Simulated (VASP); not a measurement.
# Si (Fd-3m) in VASP: further runs

Si is run at these levels: PBE, r2SCAN, PBE0; tasks: single point.

All numbers are computed with VASP 6.6.1; they aren't measurements. Logs are shortened: lines on timing, memory, paths and dates and some standing lists are left out, and cuts for length are marked.

## 1. The cell of the first run

Symmetry: Fd-3m, No. 227, cubic system. Conventional cell: a = 5.444 Å, b = 5.444 Å, c = 5.444 Å, α = 90.00°, β = 90.00°, γ = 90.00°. Si (site symmetry -43m) has 4 Si at 2.36 Å within 3.1 Å.

## 2. Single point, PBE

INCAR

```
SYSTEM = Si
PREC = Accurate ; ENCUT = 520
EDIFF = 1E-6 ; ISMEAR = 0
SIGMA = 0.01 ; LREAL = .False.
LASPH = .True. ; NELM = 80
ALGO = Normal ; ISIF = 2
LWAVE = .False. ; LCHARG = .False.
GGA = PE ; NBANDS = 11
```

KPOINTS

```
regular mesh
0
Gamma
  6 6 6
  0 0 0
```

POSCAR

```
Si
1.0
    0.0000000000      2.7221188956      2.7221188956
    2.7221188956      0.0000000000      2.7221188956
    2.7221188956      2.7221188956      0.0000000000
Si
2
Direct
    0.0000000000      0.0000000000      0.0000000000
    0.2500000000      0.2500000000      0.2500000000
```

Potentials or basis: VASP PAW PBE potentials, release 64 (Si).

Run with:

```console
$ cat potpaw_PBE.64/Si/POTCAR > POTCAR
$ mpirun -np 1 vasp_std > vasp.out
```

OUTCAR:

```text
SYSTEM = Si
   PREC = Accurate
   ENCUT = 520
   EDIFF = 1E-6
   ISMEAR = 0
   LREAL = .False.
   LASPH = .True.
   NELM = 80
   ISIF = 2
   GGA = PE

 ion  position               nearest neighbor table
   1  0.000  0.000  0.000-   2 2.36   2 2.36   2 2.36   2 2.36
   2  0.250  0.250  0.250-   1 2.36   1 2.36   1 2.36   1 2.36

  LATTYP: Found a face centered cubic cell.
 ALAT       =     5.4442377912

  Lattice vectors:

 A1 = (   0.0000000000,   2.7221188956,   2.7221188956)
 A2 = (   2.7221188956,   0.0000000000,   2.7221188956)
 A3 = (   2.7221188956,   2.7221188956,   0.0000000000)

Analysis of symmetry for initial positions (statically):
=====================================================================
 Subroutine PRICEL returns:
 Original cell was already a primitive cell.

 Routine SETGRP: Setting up the symmetry group for a
 face centered cubic supercell.

 Subroutine GETGRP returns: Found 48 space group operations
 (whereof 24 operations were pure point group operations)
 out of a pool of 48 trial point group operations.

The static configuration has the point symmetry T_d .
 The point group associated with its full space group is O_h .

Analysis of symmetry for dynamics (positions and initial velocities):
=====================================================================
 Subroutine PRICEL returns:
 Original cell was already a primitive cell.

 Routine SETGRP: Setting up the symmetry group for a
 face centered cubic supercell.

 Subroutine GETGRP returns: Found 48 space group operations
 (whereof 24 operations were pure point group operations)
 out of a pool of 48 trial point group operations.

The dynamic configuration has the point symmetry T_d .
 The point group associated with its full space group is O_h .

 Subroutine INISYM returns: Found 48 space group operations
 (whereof 24 operations are pure point group operations),
 and found     1 'primitive' translations

----------------------------------------------------------------------------------------

                                     Primitive cell

  volume of cell :      40.3414

  direct lattice vectors                    reciprocal lattice vectors
     0.000000000  2.722118896  2.722118896    -0.183680441  0.183680441  0.183680441
     2.722118896  0.000000000  2.722118896     0.183680441 -0.183680441  0.183680441
     2.722118896  2.722118896  0.000000000     0.183680441  0.183680441 -0.183680441

  length of vectors
     3.849657461  3.849657461  3.849657461     0.318143857  0.318143857  0.318143857

[... 81 lines left out ...]
   PSTRESS=    0.0 pullay stress
   NELECT =       8.0000    total number of electrons
   NUPDOWN=      -1.0000    fix difference up-down
   EMIN   =  10.00;   EMAX   =-10.00  energy-range for DOS
   EFERMI =   0.00;   METHOD = LEGACY
   ISMEAR =     0;   SIGMA  =   0.01  broadening in eV -4-tet -1-fermi 0-gaus
   EFERMI_NEDOS =   21; number of points for ismear=-14 and -15
   IALGO  =     38    algorithm
   IMIX   =      4    mixing-type and parameters
     AMIX     =   0.40;   BMIX     =  1.00
     AMIX_MAG =   1.60;   BMIX_MAG =  1.00
  volume/ion in A,a.u.               =      20.17       136.12
  Fermi-wavevector in a.u.,A,eV,Ry     =   0.954672  1.804069 12.400344  0.911400
  Thomas-Fermi vector in A             =   2.083440
   LORBIT       =      0    0 simple, 1 ext, 2 COOP (PROOUT), +10 PAW based schemes
   GGA     = PE    functional components
   LHFCALC =     F    Hartree Fock is set to
   AEXX    =    0.0000 exact exchange contribution
   IVDW    =     0    specifies the selected vdW correction
   LEPSILON=     F    determine dielectric tensor
   LRPA    =     F    only Hartree local field effects (RPA)
 non-spin polarized calculation
 Gauss-broadening in eV      SIGMA  =   0.01
  energy-cutoff  :      520.00
  volume of cell :       40.34
 maximum number of plane-waves:      1106
 NGX is ok and might be reduce to    30
   NGX = 15   NGY = 15   NGZ = 15

 number of electron       8.0000001 magnetization

 Free energy of the ion-electron system (eV)
  ---------------------------------------------------
  ext. energy  EPLUGINS =         0.00000000
  ---------------------------------------------------
  free energy    TOTEN  =       -10.82402987 eV

  energy without entropy =      -10.82402987  energy(sigma->0) =      -10.82402987

 E-fermi :   5.8361     XC(G=0):  -9.3753

 val. band max:        5.7584139892   @ k =   0.0000   0.0000   0.0000
 cond. band min:       6.4807056829   @ k =   0.5000   0.5000   0.0000
 fundamental gap:      0.7222916937
 Fermi energy:         5.8360748069

 k-point     1 :       0.0000    0.0000    0.0000
  band No.  band energies     occupation
      1      -6.1493      2.00000
      2       5.7584      2.00000
      3       5.7584      2.00000
      4       5.7584      2.00000
      5       8.3179      0.00000
      6       8.3179      0.00000
      7       8.3179      0.00000
      8       9.0467      0.00000
      9      13.4707      0.00000
     10      13.4707      0.00000
     11      13.6878      0.00000
[... 197 lines left out ...]
 k-point    16 :      -0.3333    0.5000    0.1667
  band No.  band energies     occupation
      1      -1.9139      2.00000
      2      -1.9139      2.00000
      3       2.1441      2.00000
      4       2.1441      2.00000
      5       8.5063      0.00000
      6       8.5063      0.00000
      7      12.4942      0.00000
      8      12.4942      0.00000
      9      16.2878      0.00000
     10      16.2878      0.00000
     11      18.6565      0.00000

------------------------ aborting loop because EDIFF is reached ----------------------------------------

  FORCE on cell =-STRESS in cart. coord.  units (eV):
  Direction    XX          YY          ZZ          XY          YZ          ZX
  --------------------------------------------------------------------------------------
  -------------------------------------------------------------------------------------
  Total        0.3275237      0.3275237      0.3275237      0.0000000      0.0000000     -0.0000000
  in kB       13.0077473     13.0077473     13.0077473      0.0000000      0.0000000     -0.0000000
  external PRESSURE =      13.0077473 kB  Pullay stress =       0.0000000 kB

 VOLUME and BASIS-vectors are now :
 -----------------------------------------------------------------------------
  energy-cutoff  :      520.00
  volume of cell :       40.34
      direct lattice vectors                 reciprocal lattice vectors
     0.000000000  2.722118896  2.722118896    -0.183680441  0.183680441  0.183680441
     2.722118896  0.000000000  2.722118896     0.183680441 -0.183680441  0.183680441
     2.722118896  2.722118896  0.000000000     0.183680441  0.183680441 -0.183680441

 POSITION                                       TOTAL-FORCE (eV/Angst)
 -----------------------------------------------------------------------------------
      0.00000      0.00000      0.00000        -0.000000     -0.000000     -0.000000
      1.36106      1.36106      1.36106         0.000000      0.000000      0.000000
 -----------------------------------------------------------------------------------
    total drift:                               -0.000000     -0.000000     -0.000000

  FREE ENERGIE OF THE ION-ELECTRON SYSTEM (eV)
  ---------------------------------------------------
  free  energy   TOTEN  =       -10.8240298750 eV

  energy  without entropy=      -10.8240298750  energy(sigma->0) =      -10.82402987
```

Run time: 4.9 s. Hardware: 1 thread of AMD EPYC 7R13 (Zen 3), shared host; peak memory 0.12 GiB.

Results:

* Free energy: -10.8240 eV
* Pressure: 1.3 GPa
* Band gap on the k mesh: 0.72 eV, indirect (least direct gap 2.56 eV)

Levels at points of the mesh, in eV from the valence-band top:
| k point | band 2 | band 3 | band 4 | band 5 | band 6 | band 7 |
| --- | --- | --- | --- | --- | --- | --- |
| (0.00, 0.00, 0.00) | 0.00 | 0.00 | 0.00 | 2.56 | 2.56 | 2.56 |
| (0.50, 0.00, 0.00) | -6.93 | -1.19 | -1.19 | 1.51 | 3.34 | 3.34 |
| (0.50, 0.50, 0.00) | -7.79 | -2.83 | -2.83 | 0.72 | 0.72 | 10.05 |

A k mesh can miss the band edges. As with any semilocal functional, this PBE gap is likely too small.

## 3. Single point, PBE

INCAR

```
PREC = Accurate ; ENCUT = 520
EDIFF = 1E-6 ; ISMEAR = 0
SIGMA = 0.01 ; LREAL = False
LASPH = True ; NELM = 60
ALGO = Normal ; ISIF = 2
LWAVE = False ; LCHARG = False
GGA = PE ; NBANDS = 11
```

KPOINTS

```
regular mesh
0
Gamma
  6 6 6
```

POSCAR is that of step 2.

Potentials or basis: VASP PAW PBE potentials, release 64 (Si).

Run with:

```console
$ cat potpaw_PBE.64/Si/POTCAR > POTCAR
$ mpirun -np 1 vasp_std > vasp.out
```

OUTCAR:

```text
PREC = Accurate
   ENCUT = 520
   EDIFF = 1E-6
   ISMEAR = 0
   LREAL = False
   LASPH = True
   NELM = 60
   ISIF = 2
   GGA = PE

 ion  position               nearest neighbor table
   1  0.000  0.000  0.000-   2 2.36   2 2.36   2 2.36   2 2.36
   2  0.250  0.250  0.250-   1 2.36   1 2.36   1 2.36   1 2.36

  LATTYP: Found a face centered cubic cell.
 ALAT       =     5.4442377912

  Lattice vectors:

 A1 = (   0.0000000000,   2.7221188956,   2.7221188956)
[... 401 lines left out ...]

------------------------ aborting loop because EDIFF is reached ----------------------------------------

  FORCE on cell =-STRESS in cart. coord.  units (eV):
  Direction    XX          YY          ZZ          XY          YZ          ZX
  --------------------------------------------------------------------------------------
  -------------------------------------------------------------------------------------
  Total        0.3275237      0.3275237      0.3275237      0.0000000      0.0000000     -0.0000000
  in kB       13.0077473     13.0077473     13.0077473      0.0000000      0.0000000     -0.0000000
  external PRESSURE =      13.0077473 kB  Pullay stress =       0.0000000 kB

 VOLUME and BASIS-vectors are now :
 -----------------------------------------------------------------------------
  energy-cutoff  :      520.00
  volume of cell :       40.34
      direct lattice vectors                 reciprocal lattice vectors
     0.000000000  2.722118896  2.722118896    -0.183680441  0.183680441  0.183680441
     2.722118896  0.000000000  2.722118896     0.183680441 -0.183680441  0.183680441
     2.722118896  2.722118896  0.000000000     0.183680441  0.183680441 -0.183680441

 POSITION                                       TOTAL-FORCE (eV/Angst)
 -----------------------------------------------------------------------------------
      0.00000      0.00000      0.00000        -0.000000     -0.000000     -0.000000
      1.36106      1.36106      1.36106         0.000000      0.000000      0.000000
 -----------------------------------------------------------------------------------
    total drift:                               -0.000000     -0.000000     -0.000000

  FREE ENERGIE OF THE ION-ELECTRON SYSTEM (eV)
  ---------------------------------------------------
  free  energy   TOTEN  =       -10.8240298750 eV

  energy  without entropy=      -10.8240298750  energy(sigma->0) =      -10.82402987
```

Run time: 5 s. Hardware: 1 thread of AMD EPYC 7R13 (Zen 3), shared host; peak memory 0.12 GiB.

What came out:

```yaml
Free_energy: -10.8240 eV
Pressure: 1.3 GPa
Band_gap_on_the_k_mesh: 0.72 eV, indirect (least direct gap 2.56 eV)
```

A k mesh can miss the band edges.

## 4. Single point, PBE

INCAR

```
SYSTEM = Si
PREC = Accurate
ENCUT = 520
EDIFF = 1E-6
ISMEAR = 0
SIGMA = 0.01
LREAL = .False.
LASPH = .True.
NELM = 60
ALGO = Normal
ISIF = 2
LWAVE = .False.
LCHARG = .False.
GGA = PE
NBANDS = 11
```

KPOINTS

```
Automatic mesh
0
Gamma
  8 8 8
  0 0 0
```

POSCAR is that of step 3.

Run with:

```console
$ cat potpaw_PBE.64/Si/POTCAR > POTCAR
$ mpirun -np 1 vasp_std > vasp.out
```

It took 7.8 s on 1 thread of AMD EPYC 7R13 (Zen 3), shared host; peak memory 0.13 GiB.

The run converged. Its results:

* Free energy: -10.8440 eV
* Pressure: 1.2 GPa
* Band gap on the k mesh: 0.63 eV, indirect (least direct gap 2.56 eV)

Levels at points of the mesh, in eV from the valence-band top:
```csv
k point,band 1,band 2,band 3,band 4,band 5,band 6,band 7,band 8
"(0.00, 0.00, 0.00)",-11.91,0.00,0.00,0.00,2.56,2.56,2.56,3.29
"(0.50, 0.00, 0.00)",-9.59,-6.93,-1.19,-1.19,1.51,3.34,3.34,7.72
"(0.50, 0.50, 0.00)",-7.79,-7.79,-2.83,-2.83,0.72,0.72,10.05,10.05
```

A k mesh can miss the band edges.

[end of part 1 of 2]
